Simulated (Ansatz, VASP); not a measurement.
Pt3Pb in VASP and in Ansatz

```
Pt Pb
1.0
     4.05800   -0.04058   -0.04058
    -0.04058    4.05800   -0.04058
    -0.04058   -0.04058    4.05800
Pt Pb
3 1
Direct
  0.00000 0.50000 0.50000
  0.50000 0.00000 0.50000
  0.50000 0.50000 0.00000
  0.00000 0.00000 0.00000
```

Change from the starting cell: equal xy, yz and zx shear strains of -2 %.

Alike in both runs: task single point; functional LDA; k mesh 9 × 9 × 9; occupations fermi-dirac, width 0.03 eV; no spin polarisation.

```csv
,VASP,Ansatz
version,VASP 6.6.1,Ansatz 0.2.0
potentials or method,"VASP PAW LDA potentials, release 64 (Pt, Pb_d), cutoff 520 eV","all-electron LAPW, scalar-relativistic"
```

Ansatz gave:

```
pressure (GPa)                                                : -2.6
traceless stress, the component that is largest in VASP (GPa) : 1.14
```

**Question.** What did VASP give for the same quantities?

**Answer.** Pressure (GPa): -2.0; traceless stress, the component that is largest in VASP (GPa): 1.19.

LDA's correlation is that of Perdew and Zunger in VASP and of Perdew and Wang (1992) in Ansatz. Ansatz ran all-electron here, and VASP with PAW potentials.

Spin-orbit coupling is off throughout.
